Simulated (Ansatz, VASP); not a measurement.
# Co2W: VASP beside Ansatz

```
Co W
1.0
     2.67190    0.00000    0.00000
    -1.33595    2.31393    0.00000
     0.00000    0.00000   12.52737
Co W
4 2
Direct
  0.66667 0.33333 0.73188
  0.66667 0.33333 0.42443
  0.33333 0.66667 0.26812
  0.33333 0.66667 0.57557
  0.66667 0.33333 0.10071
  0.33333 0.66667 0.89929
```

Alike in both runs: functional PBE; k mesh 6 × 6 × 2; occupations gaussian, width 0.1 eV; collinear spin.

Ansatz relaxed the structure, and its values are those at the end. VASP's run is a single point on that final structure, the one shown.

|  | VASP | Ansatz |
| --- | --- | --- |
| version | VASP 6.6.1 | Ansatz 0.2.0 |
| potentials or method | VASP PAW PBE potentials, release 64 (Co, W_sv), cutoff 520 eV | scalar-relativistic, plane waves, PAW |
| valence electrons in the cell | 64 | 96 |

VASP gave:

- gap on the k mesh at the Fermi level (eV): none
- pressure (GPa): 0.2
- rms of the force components (eV/Å): 0.010
- net moment per atom (μB): 0.74
- size of the moment on the site where the two differ most (μB): 1.60

Task: Which values does Ansatz return?

Result: gap on the k mesh at the Fermi level (eV): none; pressure (GPa): 0.1; rms of the force components (eV/Å): 0.004; net moment per atom (μB): 0.74; size of the moment on the site where the two differ most (μB): 1.65.

Site moments also hang on the region over which each program counts them. A gap of «none» marks a metal or a gap that the smearing closes. With one functional, cell and mesh, what is left measures potentials, basis and numerics. VASP's potentials hold 64 valence electrons a cell and Ansatz's 96, so a difference there can come from the potentials and not from the codes.

The k mesh is coarse, so the values compare programs but aren't converged. Neither program's run includes spin-orbit coupling.
